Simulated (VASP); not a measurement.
Wanted: the native input for a VASP 6.6.1 run.

```yaml
Task: single point
Functional: r2SCAN
Potentials_or_basis: VASP PAW PBE potentials, release 64 (Ga_d, P)
Cutoff: 520 eV
k_mesh: 8 × 8 × 8
Occupations: gaussian, width 0.05 eV
Spin: no spin polarisation
Dipole_correction: no
Further_INCAR_settings: ALGO = Normal; EDIFF = 1e-06; NBANDS = 16
```

GaP:

```
Ga P
1.0
     0.00000    2.72570    2.72570
     2.72570    0.00000    2.72570
     2.72570    2.72570    0.00000
Ga P
1 1
Direct
  0.00000 0.00000 0.00000
  0.75000 0.75000 0.75000
```

The input as run:

POSCAR

```
GaP
1.0
    0.0000000000      2.7256965861      2.7256965861
    2.7256965861      0.0000000000      2.7256965861
    2.7256965861      2.7256965861      0.0000000000
Ga P
1 1
Direct
    0.0000000000      0.0000000000      0.0000000000
    0.7500000000      0.7500000000      0.7500000000
```

INCAR.step1

```
SYSTEM = GaP
  ALGO = Normal
  EDIFF = 1E-4
  ENCUT = 520
  GGA = PE
  ISMEAR = 0
  LASPH = .True.
  LCHARG = .False.
  LREAL = .False.
  LWAVE = .True.
  NBANDS = 16
  NELM = 60
  PREC = Accurate
  SIGMA = 0.05
```

INCAR.step2

```
SYSTEM = GaP
  ALGO = Normal
  EDIFF = 1E-6
  ENCUT = 520
  ISIF = 2
  ISMEAR = 0
  ISTART = 1
  LASPH = .True.
  LCHARG = .True.
  LELF = .True.
  LMIXTAU = .True.
  LREAL = .False.
  LVHAR = .True.
  LWAVE = .False.
  METAGGA = R2SCAN
  NBANDS = 16
  NELM = 60
  PREC = Accurate
  SIGMA = 0.05
```

KPOINTS

```
k-points
0
Gamma
  8 8 8
  0 0 0
```

Potentials or basis: VASP PAW PBE potentials, release 64 (Ga_d, P).

Command:

```console
$ cat potpaw_PBE.64/Ga_d/POTCAR potpaw_PBE.64/P/POTCAR > POTCAR
$ cp INCAR.step1 INCAR
$ mpirun -np 1 vasp_std > vasp.out
$ cp INCAR.step2 INCAR
$ mpirun -np 1 vasp_std > vasp.out
```

It gave:

| Item | Value |
| --- | --- |
| Pressure | -0.1 GPa |
| Band gap on the k mesh | 1.90 eV, indirect (least direct gap 2.34 eV) |

Caveat: the PAW data sets were made with another functional, which shifts forces and pressure a little.

It took 43 s on 1 thread of Intel(R) Xeon(R) 6975P-C (Granite Rapids) (shared host), peak memory 0.17 GiB.
